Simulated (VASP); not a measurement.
Input of a VASP 6.6.1 run:

Contents of INCAR:

```
SYSTEM = Ge
  ALGO = Normal
  EDIFF = 1E-6
  ENCUT = 520
  ISIF = 2
  ISMEAR = 0
  LASPH = .TRUE.
  LCHARG = .FALSE.
  LREAL = .FALSE.
  LWAVE = .FALSE.
  NBANDS = 21
  NELM = 100
  PREC = Accurate
  SIGMA = 0.01
```

The input KPOINTS:

```
k-points
0
G
  10 10 10
  0 0 0
```

File POSCAR:

```
Ge
1.0
    0.0000000000      2.8108950245      2.8108950245
    2.8108950245      0.0000000000      2.8108950245
    2.8108950245      2.8108950245      0.0000000000
Ge
2
Direct
    0.0000000000      0.0000000000      0.0000000000
    0.2500000000      0.2500000000      0.2500000000
```

Potentials or basis: VASP PAW LDA potentials, release 64 (Ge_d).

The run is started by

```bash
$ cat potpaw_LDA.64/Ge_d/POTCAR > POTCAR
$ mpirun -np 1 vasp_std > vasp.out
```

Problem. Predict the pressure.

Solution. 0.1 GPa.

Problem. Predict the band gap on the k mesh.

Solution. 0.03 eV, direct.

A k mesh can miss the band edges.
